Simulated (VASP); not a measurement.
Write the native input for VASP 6.6.1 that does the following.

```yaml
Task: single point
Functional: PBE
Potentials_or_basis: VASP PAW PBE potentials, release 64 (Sc_sv, Sn_d, S)
Cutoff: 520 eV
k_mesh: 18 × 18 × 6
Occupations: gaussian, width 0.1 eV
Spin: no spin polarisation
Dipole_correction: no
k_mesh_for_the_DOS: 27 × 27 × 9
Occupations_for_the_DOS: tetrahedron
Further_INCAR_settings: ALGO = Normal; EDIFF = 1e-06; NBANDS = 29
```

The system is Sc2SnS.

```
Sc Sn S
1.0
     3.54470    0.00000    0.00000
    -1.77235    3.06980    0.00000
     0.00000    0.00000    7.74919
Sc Sn S
2 1 1
Direct
  0.33333 0.66667 0.19392
  0.66667 0.33333 0.80608
  0.00000 0.00000 0.50000
  0.00000 0.00000 0.00000
```

One way to write it, as run:

POSCAR

```
Sc2SnS
1.0
    3.5446989022     -0.0000000289      0.0000000000
   -1.7723494261      3.0697993125      0.0000000000
    0.0000000000      0.0000000000      7.7491904000
Sc Sn S
2 1 1
Direct
    0.3333333333      0.6666666667      0.1939220000
    0.6666666667      0.3333333333      0.8060780000
    0.0000000000      0.0000000000      0.5000000000
    0.0000000000      0.0000000000      0.0000000000
```

INCAR.step1

```
ALGO = Normal ; EDIFF = 1E-6
ENCUT = 520 ; GGA = PE
ISIF = 2 ; ISMEAR = 0
LASPH = True ; LCHARG = True
LMAXMIX = 4 ; LREAL = False
LWAVE = False ; NBANDS = 29
NELM = 60 ; PREC = Accurate
SIGMA = 0.1
```

KPOINTS.step1

```
k-points
0
Gamma
  18 18 6
```

INCAR.step2

```
ALGO = Normal ; EDIFF = 1E-6
ENCUT = 520 ; GGA = PE
ICHARG = 11 ; ISIF = 2
ISMEAR = -5 ; LASPH = True
LCHARG = False ; LMAXMIX = 4
LORBIT = 11 ; LREAL = False
LWAVE = False ; NBANDS = 29
NEDOS = 1001 ; NELM = 60
PREC = Accurate ; SIGMA = 0.1
```

KPOINTS.step2

```
k-points
0
Gamma
  27 27 9
```

Potentials or basis: VASP PAW PBE potentials, release 64 (Sc_sv, Sn_d, S).

Launch:

```sh
$ cat potpaw_PBE.64/Sc_sv/POTCAR potpaw_PBE.64/Sn_d/POTCAR potpaw_PBE.64/S/POTCAR > POTCAR
$ cp INCAR.step1 INCAR
$ cp KPOINTS.step1 KPOINTS
$ mpirun -np 1 vasp_std > vasp.out
$ cp INCAR.step2 INCAR
$ cp KPOINTS.step2 KPOINTS
$ mpirun -np 1 vasp_std > vasp.out
```

It gave:

| Quantity | Value |
| --- | --- |
| Valence electrons inside the program's atomic spheres | Sc 9.45; Sn 12.28; S 3.81 |

It took 41 min on 1 thread of Intel Xeon 8259CL (shared host), peak memory 1.4 GiB.
